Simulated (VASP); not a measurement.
Runs of VASP 6.6.1 on OsAu2. The structure is that of space group P6/mmm (No. 191), or close to it. The cells are those of the table. 

| task | cell | k mesh | cutoff (eV) | gap on the mesh (eV) | pressure (GPa) | relaxed volume (Å³/atom) |
| --- | --- | --- | --- | --- | --- | --- |
| single point | a = 4.676, b = 4.676, c = 2.676 Å, angles 90.0, 90.0, 120.0°, 3 atoms | 6 × 6 × 6 | 520 | none | -0.1 | - |
| relaxation of cell and atoms | relaxed from a = 3.691, b = 3.691, c = 3.985 Å, angles 90.0, 90.0, 120.0°, 3 atoms | 6 × 6 × 4 | 600 | none | 0.0 | 16.85 |
| single point | a = 3.691, b = 3.691, c = 3.985 Å, angles 90.0, 90.0, 120.0°, 3 atoms | 6 × 6 × 4 | 520 | none | (b) | - |
| relaxation of cell and atoms | relaxed from a = 4.715, b = 4.715, c = 2.629 Å, angles 90.0, 90.0, 120.0°, 3 atoms | 6 × 6 × 6 | 600 | none | 0.0 | (a) |
| relaxation of cell and atoms | relaxed from a = 4.676, b = 4.676, c = 2.676 Å, angles 90.0, 90.0, 120.0°, 3 atoms | 12 × 12 × 18 | 600 | none | 0.0 | 16.88 |
| single point | a = 4.697, b = 4.697, c = 2.653 Å, angles 90.0, 90.0, 120.0°, 3 atoms | 12 × 12 × 18 | 520 | none | -0.3 | - |
| single point | a = 4.715, b = 4.715, c = 2.629 Å, angles 90.0, 90.0, 120.0°, 3 atoms | 6 × 6 × 4 | 520 | none | -0.3 | - |

Alike in all rows: level PBE; potentials or basis VASP PAW PBE potentials, release 64 (Os, Au); no spin polarisation; smearing gaussian 0.1 eV.

Problem. Estimate the missing entries.

Solution. (a) 16.89; (b) 99.7.

Caveats: some runs use coarse meshes; spin-orbit coupling is left out, which moves the levels of the heavy elements; a cell axis changed by over 15 % at a fixed basis, so the end point is rough (at least some runs).

A k mesh can miss the band edges, and the runs leave out spin-orbit coupling on Au, Os.

A gap of «none» marks levels without a gap at the run's occupations.
